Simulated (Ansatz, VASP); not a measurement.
**One calculation of Al2Pt, two programs**

Contents of POSCAR:

```
Al2Pt
1.0
    0.0000000000      2.9550000000      2.9845500000
    2.9550000000      0.0000000000      2.9845500000
    2.9550000000      2.9550000000      0.0000000000
Al Pt
2 1
Direct
    0.2500000000      0.2500000000      0.2500000000
    0.7500000000      0.7500000000      0.7500000000
    0.0000000000      0.0000000000      0.0000000000
```

Contents of INCAR.step1:

```
SYSTEM = Al2Pt
PREC = Accurate
ENCUT = 520
ISMEAR = -1
SIGMA = 0.1
LREAL = .FALSE.
LASPH = .TRUE.
NELM = 100
NBANDS = 15
GGA = PE
ALGO = Normal
EDIFF = 1E-4
LWAVE = .TRUE.
LCHARG = .FALSE.
```

The input INCAR.step2:

```
SYSTEM = Al2Pt
PREC = Accurate
ENCUT = 520
EDIFF = 1E-7
ISMEAR = -1
SIGMA = 0.1
LREAL = .FALSE.
LASPH = .TRUE.
NELM = 100
ALGO = Normal
ISIF = 2
LWAVE = .FALSE.
LCHARG = .TRUE.
METAGGA = R2SCAN
LMIXTAU = .TRUE.
LELF = .TRUE.
LVHAR = .TRUE.
NBANDS = 15
ISTART = 1
```

KPOINTS

```
Automatic mesh
0
G
  10 10 10
  0 0 0
```

Input for Ansatz:

```yaml
crystal:
  lattice:
    - [0.0, 2.955, 2.98455]
    - [2.955, 0.0, 2.98455]
    - [2.955, 2.955, 0.0]
  atoms:
    - { symbol: Al, position: [0.25, 0.25, 0.25] }
    - { symbol: Al, position: [0.75, 0.75, 0.75] }
    - { symbol: Pt, position: [0.0, 0.0, 0.0] }
basis:
  ecutwfc: 761.918814887664
  xc_grid: 2
kpoints:
  mp_grid:
    grid: [10, 10, 10]
hamiltonian:
  xc: r2scan
scf:
  max_iter: 150
  occupations:
    method: fermi_dirac
output:
  stress: true
```

Alike in both runs: task single point; functional r2SCAN; k mesh 10 × 10 × 10; no spin polarisation.

```csv
,VASP,Ansatz
version,VASP 6.6.1,Ansatz 0.2.0
potentials or method,"VASP PAW PBE potentials, release 64 (Al, Pt), cutoff 520 eV","plane waves, PAW"
occupations,"fermi-dirac, width 0.1 eV",fermi-dirac
valence electrons in the cell,16,24
```

|  | VASP | Ansatz | Ansatz less VASP |
| --- | --- | --- | --- |
| pressure (GPa) | -2.0 | -1.8 | +0.24 |
| traceless stress, the component that is largest in VASP (GPa) | -0.50 | -0.50 | 0.000 |

VASP's potentials were made for PBE, not for r2SCAN. VASP's potentials hold 16 valence electrons a cell and Ansatz's 24, so a difference there can come from the potentials and not from the codes.

Spin-orbit coupling is off throughout.
